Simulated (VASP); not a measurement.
# Sc (P4/nmm) in VASP: single point with PBE

Aim: the single point of Sc with PBE.

Everything below comes from runs of VASP 6.6.1. Logs are shortened: lines on timing, memory, paths and dates and some standing lists are left out, and cuts for length are marked.

## 1. The cell of the first run

The structure is tetragonal, space group P4/nmm (No. 129). Conventional cell: a = 5.423 Å, b = 5.423 Å, c = 3.435 Å, α = 90.00°, β = 90.00°, γ = 90.00°. Within 4.1 Å of Sc (site symmetry 4mm) lie 14 Sc at 3.15 to 3.84 Å. Within 4.1 Å of Sc (site symmetry -4m2) lie 14 Sc at 3.15 to 3.83 Å.

## 2. Single point, PBE

The input, INCAR:

```
ALGO = Normal ; EDIFF = 1E-7
ENCUT = 520 ; GGA = PE
ISIF = 2 ; ISMEAR = -1
LASPH = True ; LCHARG = False
LREAL = False ; LWAVE = False
NBANDS = 30 ; NELM = 60
PREC = Accurate ; SIGMA = 0.05
```

The input, KPOINTS:

```
k-points
0
Gamma
  5 5 8
```

The input, POSCAR:

```
Sc
1.0
    5.4226760000      0.0000000000      0.0000000000
    0.0000000000      5.4226760000      0.0000000000
    0.0000000000      0.0000000000      3.4352060000
Sc
4
Direct
    0.0000000000      0.5000000000      0.4673360000
    0.5000000000      0.0000000000      0.5326640000
    0.0000000000      0.0000000000      0.0000000000
    0.5000000000      0.5000000000      0.0000000000
```

Potentials or basis: VASP PAW PBE potentials, release 64 (Sc_sv).

On the command line:

```
> cat potpaw_PBE.64/Sc_sv/POTCAR > POTCAR
> mpirun -np 1 vasp_std > vasp.out
```

OUTCAR:

```text
EDIFF = 1E-7
   ENCUT = 520
   GGA = PE
   ISIF = 2
   ISMEAR = -1
   LASPH = True
   LREAL = False
   NELM = 60
   PREC = Accurate

 ion  position               nearest neighbor table
   1  0.000  0.500  0.467-   3 3.15   4 3.15   3 3.15   4 3.15   3 3.27   3 3.27   4 3.27   4 3.27

   2  0.500  0.000  0.533-   3 3.15   4 3.15   4 3.15   3 3.15   3 3.27   4 3.27   4 3.27   3 3.27

   3  0.000  0.000  0.000-   1 3.15   2 3.15   1 3.15   2 3.15   2 3.27   1 3.27   2 3.27   1 3.27

   4  0.500  0.500  0.000-   1 3.15   2 3.15   2 3.15   1 3.15   2 3.27   2 3.27   1 3.27   1 3.27

  LATTYP: Found a simple tetragonal cell.
 ALAT       =     5.4226760000
 C/A-ratio  =     0.6334890744

  Lattice vectors:

 A1 = (   5.4226760000,   0.0000000000,   0.0000000000)
 A2 = (   0.0000000000,   5.4226760000,   0.0000000000)
 A3 = (   0.0000000000,   0.0000000000,   3.4352060000)

Analysis of symmetry for initial positions (statically):
=====================================================================
 Subroutine PRICEL returns:
 Original cell was already a primitive cell.

 Routine SETGRP: Setting up the symmetry group for a
 simple tetragonal supercell.

 Subroutine GETGRP returns: Found 16 space group operations
 (whereof  8 operations were pure point group operations)
 out of a pool of 16 trial point group operations.

The static configuration has the point symmetry D_2d.
 The point group associated with its full space group is D_4h.

Analysis of symmetry for dynamics (positions and initial velocities):
=====================================================================
 Subroutine PRICEL returns:
 Original cell was already a primitive cell.

 Routine SETGRP: Setting up the symmetry group for a
 simple tetragonal supercell.

 Subroutine GETGRP returns: Found 16 space group operations
 (whereof  8 operations were pure point group operations)
 out of a pool of 16 trial point group operations.

The dynamic configuration has the point symmetry D_2d.
 The point group associated with its full space group is D_4h.

 Subroutine INISYM returns: Found 16 space group operations
 (whereof  8 operations are pure point group operations),
 and found     1 'primitive' translations

----------------------------------------------------------------------------------------

                                     Primitive cell

  volume of cell :     101.0137

  direct lattice vectors                    reciprocal lattice vectors
     5.422676000  0.000000000  0.000000000     0.184410796  0.000000000  0.000000000
     0.000000000  5.422676000  0.000000000     0.000000000  0.184410796  0.000000000
     0.000000000  0.000000000  3.435206000     0.000000000  0.000000000  0.291103357

  length of vectors
     5.422676000  5.422676000  3.435206000     0.184410796  0.184410796  0.291103357

  position of ions in fractional coordinates (direct lattice)
     0.000000000  0.500000000  0.467336000
     0.500000000  0.000000000  0.532664000
     0.000000000  0.000000000  0.000000000
     0.500000000  0.500000000  0.000000000

  ion indices of the primitive-cell ions
   primitive index   ion index
                 1           1
                 2           2
                 3           3
                 4           4

----------------------------------------------------------------------------------------

 KPOINTS: k-points

Automatic generation of k-mesh.
 Grid dimensions read from file:
 generate k-points for:    5    5    8

 Generating k-lattice:

  Cartesian coordinates                     Fractional coordinates (reciprocal lattice)
     0.036882159  0.000000000  0.000000000     0.200000000  0.000000000  0.000000000
     0.000000000  0.036882159  0.000000000     0.000000000  0.200000000  0.000000000
     0.000000000  0.000000000  0.036387920     0.000000000  0.000000000  0.125000000

  Length of vectors
     0.036882159  0.036882159  0.036387920

  Shift w.r.t. Gamma in fractional coordinates (k-lattice)
     0.000000000  0.000000000  0.000000000

 Subroutine IBZKPT returns following result:
 ===========================================

 Found     30 irreducible k-points:

 Following reciprocal coordinates:
            Coordinates               Weight
  0.000000  0.000000  0.000000      1.000000
  0.200000  0.000000  0.000000      4.000000
  0.400000  0.000000  0.000000      4.000000
  0.200000  0.200000  0.000000      4.000000
  0.400000  0.200000  0.000000      8.000000
  0.400000  0.400000  0.000000      4.000000
[... 16 lines left out ...]
  0.400000  0.200000  0.375000     16.000000
  0.400000  0.400000  0.375000      8.000000
 [... further k-points ...]
   k-points           NKPTS =     30   k-points in BZ     NKDIM =     30   number of bands    NBANDS=     30
   number of dos      NEDOS =    301   number of ions     NIONS =      4
   total plane-waves  NPLWV =  44800
   dimension x,y,z NGX =    40 NGY =   40 NGZ =   28
   dimension x,y,z NGXF=    80 NGYF=   80 NGZF=   56
   ions per type =               4
   NGX,Y,Z   is equivalent  to a cutoff of  12.26, 12.26, 13.55 a.u.
   NGXF,Y,Z  is equivalent  to a cutoff of  24.53, 24.53, 27.10 a.u.
 SYSTEM =  unknown system
   PREC   = accura    normal or accurate (medium, high low for compatibility)
   ISTART =      0    job   : 0-new  1-cont  2-samecut
   ICHARG =      2    charge: 1-file 2-atom 10-const
   ISPIN  =      1    spin polarized calculation?
   LNONCOLLINEAR =      F non collinear calculations
   LSORBIT =      F    spin-orbit coupling
   LASPH  =      T    aspherical Exc in radial PAW
   ENCUT  =  520.0 eV  38.22 Ry    6.18 a.u.  10.08 10.08  6.39*2*pi/ulx,y,z
   NELM   =     60;   NELMIN=  2; NELMDL= -5     # of ELM steps
   EDIFF  = 0.1E-06   stopping-criterion for ELM
   LREAL  =      F    real-space projection
   EDIFFG = 0.1E-05   stopping-criterion for IOM
   NSW    =      0    number of steps for IOM
   IBRION =     -1    ionic relax: 0-MD 1-quasi-New 2-CG
   NFREE  =      0    steps in history (QN), initial steepest desc. (CG)
   ISIF   =      2    stress and relaxation
   ISYM   =      2    0-nonsym 1-usesym 2-fastsym
   POTIM  = 0.5000    time-step for ionic-motion
   TEBEG  =    0.0;   TEEND  =   0.0 temperature during run
   PSTRESS=    0.0 pullay stress
   NELECT =      44.0000    total number of electrons
   NUPDOWN=      -1.0000    fix difference up-down
   EMIN   =  10.00;   EMAX   =-10.00  energy-range for DOS
   EFERMI =   0.00;   METHOD = LEGACY
   ISMEAR =    -1;   SIGMA  =   0.05  broadening in eV -4-tet -1-fermi 0-gaus
   EFERMI_NEDOS =   21; number of points for ismear=-14 and -15
   IALGO  =     38    algorithm
   IMIX   =      4    mixing-type and parameters
     AMIX     =   0.40;   BMIX     =  1.00
     AMIX_MAG =   1.60;   BMIX_MAG =  1.00
  volume/ion in A,a.u.               =      25.25       170.42
  Fermi-wavevector in a.u.,A,eV,Ry     =   1.240983  2.345117 20.953486  1.540038
  Thomas-Fermi vector in A             =   2.375400
   LORBIT       =      0    0 simple, 1 ext, 2 COOP (PROOUT), +10 PAW based schemes
   GGA     = PE    functional components
   LHFCALC =     F    Hartree Fock is set to
   AEXX    =    0.0000 exact exchange contribution
   IVDW    =     0    specifies the selected vdW correction
   LEPSILON=     F    determine dielectric tensor
   LRPA    =     F    only Hartree local field effects (RPA)
 non-spin polarized calculation
  energy-cutoff  :      520.00
  volume of cell :      101.01
 maximum number of plane-waves:      2745
   NGX = 21   NGY = 21   NGZ = 13

 number of electron      43.9999990 magnetization

 Free energy of the ion-electron system (eV)
  ---------------------------------------------------
  ext. energy  EPLUGINS =         0.00000000
  ---------------------------------------------------
  free energy    TOTEN  =       -24.58057290 eV

  energy without entropy =      -24.50155275  energy(sigma->0) =      -24.54106283

 E-fermi :   3.6342     XC(G=0):  -9.7828

 val. band max:        3.6336588892   @ k =   0.4000   0.4000   0.2500
 cond. band min:       3.6439718980   @ k =   0.4000   0.4000   0.5000
 fundamental gap:      0.0103130089
 Fermi energy:         3.6341638098

 k-point     1 :       0.0000    0.0000    0.0000
  band No.  band energies     occupation
      1     -45.9967      2.00000
      2     -45.9463      2.00000
      3     -45.9401      2.00000
      4     -45.8990      2.00000
      5     -24.7936      2.00000
      6     -24.7936      2.00000
[... 22 lines left out ...]
     29       5.8421      0.00000
     30       5.8679      0.00000

 k-point     2 :       0.2000    0.0000    0.0000
  band No.  band energies     occupation
      1     -45.9916      2.00000
      2     -45.9492      2.00000
      3     -45.9381      2.00000
      4     -45.9033      2.00000
      5     -24.7851      2.00000
      6     -24.7597      2.00000
[... 22 lines left out ...]
     29       5.6285      0.00000
     30       5.8328      0.00000

 k-point     3 :       0.4000    0.0000    0.0000
  band No.  band energies     occupation
      1     -45.9783      2.00000
      2     -45.9620      2.00000
      3     -45.9277      2.00000
      4     -45.9143      2.00000
      5     -24.7628      2.00000
      6     -24.7352      2.00000
[... 22 lines left out ...]
     29       5.6732      0.00000
     30       5.7327      0.00000

 k-point     4 :       0.2000    0.2000    0.0000
  band No.  band energies     occupation
      1     -45.9866      2.00000
      2     -45.9471      2.00000
      3     -45.9410      2.00000
      4     -45.9076      2.00000
      5     -24.7525      2.00000
      6     -24.7516      2.00000
[... 616 lines left out ...]
     29       5.4890      0.00000
     30       5.9401      0.00000

 k-point    23 :       0.4000    0.2000    0.3750
  band No.  band energies     occupation
      1     -45.9495      2.00000
      2     -45.9423      2.00000
      3     -45.9302      2.00000
      4     -45.9248      2.00000
      5     -24.7404      2.00000
      6     -24.7293      2.00000
[... 22 lines left out ...]
     29       5.8684      0.00000
     30       6.2318      0.00000

 k-point    24 :       0.4000    0.4000    0.3750
  band No.  band energies     occupation
      1     -45.9441      2.00000
      2     -45.9396      2.00000
      3     -45.9335      2.00000
      4     -45.9296      2.00000
      5     -24.7606      2.00000
      6     -24.7499      2.00000
[... 22 lines left out ...]
     29       6.0697      0.00000
     30       6.3523      0.00000

 [... further k-points ...]

------------------------ aborting loop because EDIFF is reached ----------------------------------------

  FORCE on cell =-STRESS in cart. coord.  units (eV):
  Direction    XX          YY          ZZ          XY          YZ          ZX
  --------------------------------------------------------------------------------------
  -------------------------------------------------------------------------------------
  Total       -0.7103055     -0.7103055     -0.2767705      0.0000000     -0.0000000      0.0000000
  in kB      -11.2661527    -11.2661527     -4.3898559      0.0000000     -0.0000000      0.0000000
  external PRESSURE =      -8.9740538 kB  Pullay stress =       0.0000000 kB

 VOLUME and BASIS-vectors are now :
 -----------------------------------------------------------------------------
  energy-cutoff  :      520.00
  volume of cell :      101.01
      direct lattice vectors                 reciprocal lattice vectors
     5.422676000  0.000000000  0.000000000     0.184410796  0.000000000  0.000000000
     0.000000000  5.422676000  0.000000000     0.000000000  0.184410796  0.000000000
     0.000000000  0.000000000  3.435206000     0.000000000  0.000000000  0.291103357

 POSITION                                       TOTAL-FORCE (eV/Angst)
 -----------------------------------------------------------------------------------
      0.00000      2.71134      1.60540         0.000000      0.000000      0.212674
      2.71134      0.00000      1.82981         0.000000      0.000000     -0.212674
      0.00000      0.00000      0.00000         0.000000     -0.000000      0.000000
      2.71134      2.71134      0.00000        -0.000000      0.000000      0.000000
 -----------------------------------------------------------------------------------
    total drift:                               -0.000000      0.000000     -0.000000

  FREE ENERGIE OF THE ION-ELECTRON SYSTEM (eV)
  ---------------------------------------------------
  free  energy   TOTEN  =       -24.5805729026 eV

  energy  without entropy=      -24.5015527528  energy(sigma->0) =      -24.54106283
```

It took 36 s on 1 thread of Intel Xeon 6975P-C (Granite Rapids), shared host; peak memory 0.23 GiB.

What came out:

```yaml
Free_energy: -24.5806 eV
Pressure: -0.9 GPa
Largest_force: 0.213 eV/Å
Band_gap_on_the_k_mesh: zero (bands 22 and 23 overlap by 0.56 eV)
```

Forces in eV/Å, atoms in the order of the input:
```
Sc   0.000  0.000  0.213
Sc   0.000  0.000 -0.213
Sc   0.000  0.000  0.000
Sc   0.000  0.000  0.000
```
